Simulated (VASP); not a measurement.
A run of VASP 6.6.1:

File INCAR:

```
PREC = Accurate
ENCUT = 600
EDIFF = 1E-6
ISMEAR = -1
SIGMA = 0.05
LREAL = False
LASPH = True
NELM = 100
ALGO = Normal
ISIF = 3
LWAVE = False
LCHARG = False
GGA = PS
IBRION = 2
NSW = 60
EDIFFG = -0.01
PSTRESS = 20.0
```

KPOINTS

```
regular mesh
0
Gamma
  8 8 4
```

Contents of POSCAR:

```
Ca
1.0
    3.9800000000      0.0000000000      0.0000000000
   -1.9900000000      3.4467811071      0.0000000000
    0.0000000000      0.0000000000      6.5200000000
Ca
2
Direct
    0.6666666667      0.3333333333      0.7500000000
    0.3333333333      0.6666666667      0.2500000000
```

Potentials or basis: VASP PAW PBE potentials, release 64 (Ca_sv).

Command:

```console
$ cat potpaw_PBE.64/Ca_sv/POTCAR > POTCAR
$ mpirun -np 1 vasp_std > vasp.out
```

Hardware: 1 thread of Intel Xeon 8259CL (shared host).

Estimate the wall time of this run.

Run time: 2.5 min on 1 thread of Intel Xeon 8259CL (shared host), peak memory 0.26 GiB. Counts: scf iterations 48, k points 30, ion steps 6.
